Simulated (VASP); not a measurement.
# Re (P6_3/mmc) in VASP: notebook

The runs below take Re through single point, with PBEsol.

All numbers are computed with VASP 6.6.1; they aren't measurements. Logs are shortened: lines on timing, memory, paths and dates and some standing lists are left out, and cuts for length are marked.

### 1 The cell of the first run

It takes space group P6_3/mmc (No. 194, hexagonal). Conventional cell: a = 2.694 Å, b = 2.694 Å, c = 8.972 Å, α = 90.00°, β = 90.00°, γ = 120.00°. Within 3.6 Å of Re (site symmetry -3m) lie 12 Re at 2.69 to 2.73 Å. Re (site symmetry -6m2) has 12 Re at 2.69 to 2.73 Å within 3.6 Å.

### 2 Single point, PBEsol (strained)

File INCAR:

```
PREC = Accurate
ENCUT = 600
EDIFF = 1E-6
ISMEAR = 0
SIGMA = 0.1
LREAL = F
LASPH = T
NELM = 120
ALGO = Normal
ISIF = 2
LWAVE = F
LCHARG = T
GGA = PS
LELF = T
LVHAR = T
NBANDS = 22
GGA_COMPAT = F
```

File KPOINTS:

```
Automatic mesh
0
Gamma
  18 18 6
```

File POSCAR:

```
Re
1.0
    2.6936590693      0.0000000000      0.0000000000
   -1.3468295346      2.3327771831      0.0000000000
    0.0000000000      0.0000000000      8.9720082755
Re
4
Direct
    0.0000000000      0.0000000000      0.0000000000
    0.3333333300      0.6666666700      0.2500000000
    0.0000000000      0.0000000000      0.5000000000
    0.6666666700      0.3333333300      0.7500000000
```

Potentials or basis: VASP PAW PBE potentials, release 64 (Re).

On the command line:

```
cat potpaw_PBE.64/Re/POTCAR > POTCAR
mpirun -np 1 vasp_std > vasp.out
```

OUTCAR:

```text
PREC = Accurate
   ENCUT = 600
   EDIFF = 1E-6
   ISMEAR = 0
   LREAL = F
   LASPH = T
   NELM = 120
   ISIF = 2
   GGA = PS

 ion  position               nearest neighbor table
   1  0.000  0.000  0.000-   2 2.73   4 2.73   2 2.73   4 2.73   4 2.73   2 2.73
   2  0.333  0.667  0.250-   1 2.73   3 2.73   1 2.73   3 2.73   1 2.73   3 2.73
   3  0.000  0.000  0.500-   2 2.73   4 2.73   2 2.73   4 2.73   4 2.73   2 2.73
   4  0.667  0.333  0.750-   1 2.73   3 2.73   1 2.73   3 2.73   1 2.73   3 2.73

  LATTYP: Found a hexagonal cell.
 ALAT       =     2.6936590693
 C/A-ratio  =     3.3307883606

  Lattice vectors:

 A1 = (   2.6936590693,   0.0000000000,   0.0000000000)
 A2 = (  -1.3468295346,   2.3327771831,   0.0000000000)
 A3 = (   0.0000000000,   0.0000000000,   8.9720082755)

Analysis of symmetry for initial positions (statically):
=====================================================================
 Subroutine PRICEL returns:
 Original cell was already a primitive cell.

 Routine SETGRP: Setting up the symmetry group for a
 hexagonal supercell.

 Subroutine GETGRP returns: Found 24 space group operations
 (whereof 12 operations were pure point group operations)
 out of a pool of 24 trial point group operations.

The static configuration has the point symmetry D_3d.
 The point group associated with its full space group is D_6h.

Analysis of symmetry for dynamics (positions and initial velocities):
=====================================================================
 Subroutine PRICEL returns:
 Original cell was already a primitive cell.

 Routine SETGRP: Setting up the symmetry group for a
 hexagonal supercell.

 Subroutine GETGRP returns: Found 24 space group operations
 (whereof 12 operations were pure point group operations)
 out of a pool of 24 trial point group operations.

The dynamic configuration has the point symmetry D_3d.
 The point group associated with its full space group is D_6h.

 Subroutine INISYM returns: Found 24 space group operations
 (whereof 12 operations are pure point group operations),
 and found     1 'primitive' translations

----------------------------------------------------------------------------------------

                                     Primitive cell

  volume of cell :      56.3775

  direct lattice vectors                    reciprocal lattice vectors
     2.693659069  0.000000000  0.000000000     0.371242230  0.214336801  0.000000000
    -1.346829535  2.332777183  0.000000000     0.000000000  0.428673603  0.000000000
     0.000000000  0.000000000  8.972008276     0.000000000  0.000000000  0.111457766

  length of vectors
     2.693659069  2.693659069  8.972008276     0.428673603  0.428673603  0.111457766

  position of ions in fractional coordinates (direct lattice)
     0.000000000  0.000000000  0.000000000
     0.333333330  0.666666670  0.250000000
     0.000000000  0.000000000  0.500000000
     0.666666670  0.333333330  0.750000000

  ion indices of the primitive-cell ions
   primitive index   ion index
                 1           1
                 2           2
                 3           3
                 4           4

----------------------------------------------------------------------------------------

 KPOINTS: Automatic mesh

Automatic generation of k-mesh.
 Grid dimensions read from file:
 generate k-points for:   18   18    6

 Generating k-lattice:

  Cartesian coordinates                     Fractional coordinates (reciprocal lattice)
     0.020624568  0.011907600  0.000000000     0.055555556  0.000000000  0.000000000
     0.000000000  0.023815200  0.000000000     0.000000000  0.055555556  0.000000000
     0.000000000  0.000000000  0.018576294     0.000000000  0.000000000  0.166666667

  Length of vectors
     0.023815200  0.023815200  0.018576294

  Shift w.r.t. Gamma in fractional coordinates (k-lattice)
     0.000000000  0.000000000  0.000000000

 Subroutine IBZKPT returns following result:
 ===========================================

 Found    148 irreducible k-points:

 Following reciprocal coordinates:
            Coordinates               Weight
  0.000000  0.000000  0.000000      1.000000
  0.055556  0.000000  0.000000      6.000000
  0.111111  0.000000  0.000000      6.000000
  0.166667  0.000000  0.000000      6.000000
  0.222222  0.000000  0.000000      6.000000
  0.277778  0.000000  0.000000      6.000000
[... 16 lines left out ...]
  0.333333  0.111111  0.000000     12.000000
  0.388889  0.111111  0.000000     12.000000
 [... further k-points ...]
   k-points           NKPTS =    148   k-points in BZ     NKDIM =    148   number of bands    NBANDS=     22
   number of dos      NEDOS =    301   number of ions     NIONS =      4
   total plane-waves  NPLWV =  41472
   dimension x,y,z NGX =    24 NGY =   24 NGZ =   72
   dimension x,y,z NGXF=    48 NGYF=   48 NGZF=  144
   ions per type =               4
   NGX,Y,Z   is equivalent  to a cutoff of  14.81, 14.81, 13.34 a.u.
   NGXF,Y,Z  is equivalent  to a cutoff of  29.62, 29.62, 26.68 a.u.
 SYSTEM =  unknown system
   PREC   = accura    normal or accurate (medium, high low for compatibility)
   ISTART =      0    job   : 0-new  1-cont  2-samecut
   ICHARG =      2    charge: 1-file 2-atom 10-const
   ISPIN  =      1    spin polarized calculation?
   LNONCOLLINEAR =      F non collinear calculations
   LSORBIT =      F    spin-orbit coupling
   LASPH  =      T    aspherical Exc in radial PAW
   ENCUT  =  600.0 eV  44.10 Ry    6.64 a.u.   5.38  5.38 17.92*2*pi/ulx,y,z
   NELM   =    120;   NELMIN=  2; NELMDL= -5     # of ELM steps
   EDIFF  = 0.1E-05   stopping-criterion for ELM
   LREAL  =      F    real-space projection
   EDIFFG = 0.1E-04   stopping-criterion for IOM
   NSW    =      0    number of steps for IOM
   IBRION =     -1    ionic relax: 0-MD 1-quasi-New 2-CG
   NFREE  =      0    steps in history (QN), initial steepest desc. (CG)
   ISIF   =      2    stress and relaxation
   ISYM   =      2    0-nonsym 1-usesym 2-fastsym
   POTIM  = 0.5000    time-step for ionic-motion
   TEBEG  =    0.0;   TEEND  =   0.0 temperature during run
   PSTRESS=    0.0 pullay stress
   NELECT =      28.0000    total number of electrons
   NUPDOWN=      -1.0000    fix difference up-down
   EMIN   =  10.00;   EMAX   =-10.00  energy-range for DOS
   EFERMI =   0.00;   METHOD = LEGACY
   ISMEAR =     0;   SIGMA  =   0.10  broadening in eV -4-tet -1-fermi 0-gaus
   EFERMI_NEDOS =   21; number of points for ismear=-14 and -15
   IALGO  =     38    algorithm
   IMIX   =      4    mixing-type and parameters
     AMIX     =   0.40;   BMIX     =  1.00
     AMIX_MAG =   1.60;   BMIX_MAG =  1.00
  volume/ion in A,a.u.               =      14.09        95.11
  Fermi-wavevector in a.u.,A,eV,Ry     =   1.296460  2.449953 22.868775  1.680808
  Thomas-Fermi vector in A             =   2.427915
   LORBIT       =      0    0 simple, 1 ext, 2 COOP (PROOUT), +10 PAW based schemes
   GGA     = PS    functional components
   LHFCALC =     F    Hartree Fock is set to
   AEXX    =    0.0000 exact exchange contribution
   IVDW    =     0    specifies the selected vdW correction
   LEPSILON=     F    determine dielectric tensor
   LRPA    =     F    only Hartree local field effects (RPA)
 non-spin polarized calculation
 Gauss-broadening in eV      SIGMA  =   0.10
  energy-cutoff  :      600.00
  volume of cell :       56.38
 maximum number of plane-waves:      1926
 NGX is ok and might be reduce to    24
   NGX = 11   NGY = 11   NGZ = 35

 number of electron      28.0000001 magnetization

 Free energy of the ion-electron system (eV)
  ---------------------------------------------------
  ext. energy  EPLUGINS =         0.00000000
  ---------------------------------------------------
  free energy    TOTEN  =       -53.33815325 eV

  energy without entropy =      -53.32572943  energy(sigma->0) =      -53.33194134

 E-fermi :   8.3891     XC(G=0): -14.0552

 val. band max:        8.3823110574   @ k =   0.2222   0.0000   0.1667
 cond. band min:       8.3924249486   @ k =   0.2222   0.0556   0.0000
 fundamental gap:      0.0101138912
 Fermi energy:         8.3891122461

 k-point     1 :       0.0000    0.0000    0.0000
  band No.  band energies     occupation
      1      -1.9367      2.00000
      2       0.3537      2.00000
      3       0.4172      2.00000
      4       1.2655      2.00000
      5       5.4894      2.00000
      6       5.5685      2.00000
[... 14 lines left out ...]
     21      11.0267      0.00000
     22      11.0267      0.00000

 k-point     2 :       0.0556    0.0000    0.0000
  band No.  band energies     occupation
      1      -1.7995      2.00000
      2       0.4862      2.00000
      3       0.5487      2.00000
      4       1.4022      2.00000
      5       5.3413      2.00000
      6       5.4871      2.00000
[... 14 lines left out ...]
     21      10.9974      0.00000
     22      11.0418      0.00000

 k-point     3 :       0.1111    0.0000    0.0000
  band No.  band energies     occupation
      1      -1.4010      2.00000
      2       0.8573      2.00000
      3       0.9164      2.00000
      4       1.7881      2.00000
      5       4.9905      2.00000
      6       5.2680      2.00000
[... 14 lines left out ...]
     21      10.9240      0.00000
     22      11.1079      0.00000
[... 476 lines left out ...]
 k-point    23 :       0.3333    0.1111    0.0000
  band No.  band energies     occupation
      1       1.7774      2.00000
      2       1.8853      2.00000
      3       2.5273      2.00000
      4       3.0905      2.00000
      5       3.8258      2.00000
      6       3.8418      2.00000
[... 14 lines left out ...]
     21      13.0170      0.00000
     22      13.7623      0.00000

 k-point    24 :       0.3889    0.1111    0.0000
  band No.  band energies     occupation
      1       1.6962      2.00000
      2       1.7218      2.00000
      3       2.4154      2.00000
      4       3.1312      2.00000
      5       3.6316      2.00000
      6       3.9129      2.00000
[... 14 lines left out ...]
     21      13.7730      0.00000
     22      14.5377      0.00000

 [... further k-points ...]

------------------------ aborting loop because EDIFF is reached ----------------------------------------

  FORCE on cell =-STRESS in cart. coord.  units (eV):
  Direction    XX          YY          ZZ          XY          YZ          ZX
  --------------------------------------------------------------------------------------
  -------------------------------------------------------------------------------------
  Total        7.2926376      7.2926376      0.4370473      0.0000000      0.0000000      0.0000000
  in kB      207.2476741    207.2476740     12.4203395      0.0000000      0.0000000      0.0000000
  external PRESSURE =     142.3052292 kB  Pullay stress =       0.0000000 kB

 VOLUME and BASIS-vectors are now :
 -----------------------------------------------------------------------------
  energy-cutoff  :      600.00
  volume of cell :       56.38
      direct lattice vectors                 reciprocal lattice vectors
     2.693659069  0.000000000  0.000000000     0.371242230  0.214336801  0.000000000
    -1.346829535  2.332777183  0.000000000     0.000000000  0.428673603  0.000000000
     0.000000000  0.000000000  8.972008276     0.000000000  0.000000000  0.111457766

 POSITION                                       TOTAL-FORCE (eV/Angst)
 -----------------------------------------------------------------------------------
      0.00000      0.00000      0.00000         0.000000      0.000000      0.000000
     -0.00000      1.55518      2.24300        -0.000000      0.000000      0.000000
      0.00000      0.00000      4.48600         0.000000      0.000000      0.000000
      1.34683      0.77759      6.72901         0.000000     -0.000000      0.000000
 -----------------------------------------------------------------------------------
    total drift:                                0.000000      0.000000      0.000000

  FREE ENERGIE OF THE ION-ELECTRON SYSTEM (eV)
  ---------------------------------------------------
  free  energy   TOTEN  =       -53.3381532545 eV

  energy  without entropy=      -53.3257294318  energy(sigma->0) =      -53.33194134
```

Run time: 3.1 min. Hardware: 1 thread of Intel Xeon Platinum 8488C (Sapphire Rapids), shared host; peak memory 0.32 GiB.

Results:

| Item | Value |
| --- | --- |
| Free energy | -53.3382 eV |
| Pressure | 14.2 GPa |
| Band gap on the k mesh | zero (bands 14 and 15 overlap by 2.72 eV) |

Levels at points of the mesh, in eV from the Fermi level:
```
           k point  band 11  band 12  band 13  band 14  band 15  band 16  band 17  band 18
(0.00, 0.00, 0.00)    -1.92    -1.35    -1.35    -1.21    -1.21     0.22     0.82     0.82
(0.50, 0.00, 0.00)    -1.08     0.42     0.43     1.29     2.28     4.14     4.21     4.44
(0.00, 0.00, 0.50)    -1.48    -1.48    -1.48    -1.48    -1.37    -1.37     1.32     1.32
(0.50, 0.00, 0.50)    -0.63    -0.63     0.24     0.24     2.83     2.83     4.50     4.50
```

Caveat: the cell differs from its parent crystal (strained); the stress differs along the axes, from 1 to 21 GPa; the PAW data sets were made with another functional, which shifts forces and pressure a little; spin-orbit coupling is left out, which moves the levels of the heavy elements.

### 3 Single point, PBEsol (strained)

File INCAR:

```
SYSTEM = Re
ALGO = Normal
EDIFF = 1E-6
ENCUT = 600
GGA = PS
GGA_COMPAT = .False.
ISIF = 2
ISMEAR = 0
LASPH = .True.
LCHARG = .False.
LREAL = .False.
LWAVE = .False.
NBANDS = 22
NELM = 120
PREC = Accurate
SIGMA = 0.1
```

File KPOINTS:

```
k-points
0
Gamma
  18 18 6
  0 0 0
```

File POSCAR:

```
Re
1.0
    2.7289858363      0.0000000000      0.0000000000
   -1.3644929181      2.3633710608      0.0000000000
    0.0000000000      0.0000000000      9.6224880378
Re
4
Direct
    0.0000000000      0.0000000000      0.0000000000
    0.3333333300      0.6666666700      0.2500000000
    0.0000000000      0.0000000000      0.5000000000
    0.6666666700      0.3333333300      0.7500000000
```

Potentials or basis: VASP PAW PBE potentials, release 64 (Re).

On the command line:

```
cat potpaw_PBE.64/Re/POTCAR > POTCAR
mpirun -np 1 vasp_std > vasp.out
```

It took 3.7 min on 1 thread of Intel Xeon Platinum 8488C (Sapphire Rapids), shared host; peak memory 0.34 GiB.

It converged, with:

| Quantity | Value |
| --- | --- |
| Free energy | -52.7867 eV |
| Pressure | -19.2 GPa |
| Band gap on the k mesh | zero (bands 14 and 15 overlap by 2.36 eV) |

Stress tensor (GPa, compression positive):
```
 -7.37   0.00   0.00
  0.00  -7.37   0.00
  0.00   0.00 -42.81
```

Levels at points of the mesh, in eV from the Fermi level:
| k point | band 12 | band 13 | band 14 | band 15 | band 16 | band 17 |
| --- | --- | --- | --- | --- | --- | --- |
| (0.00, 0.00, 0.00) | -1.26 | -1.26 | -1.14 | -1.14 | -0.59 | 0.95 |
| (0.50, 0.00, 0.00) | 0.50 | 0.50 | 1.07 | 1.88 | 3.12 | 3.30 |
| (0.00, 0.00, 0.50) | -1.57 | -1.27 | -1.27 | -1.27 | -1.27 | 1.27 |
| (0.50, 0.00, 0.50) | -0.68 | -0.09 | -0.09 | 2.29 | 2.29 | 4.22 |

Caveat: the cell differs from its parent crystal (strained); the stress differs along the axes, from -43 to -7 GPa; the PAW data sets were made with another functional, which shifts forces and pressure a little; spin-orbit coupling is left out, which moves the levels of the heavy elements.
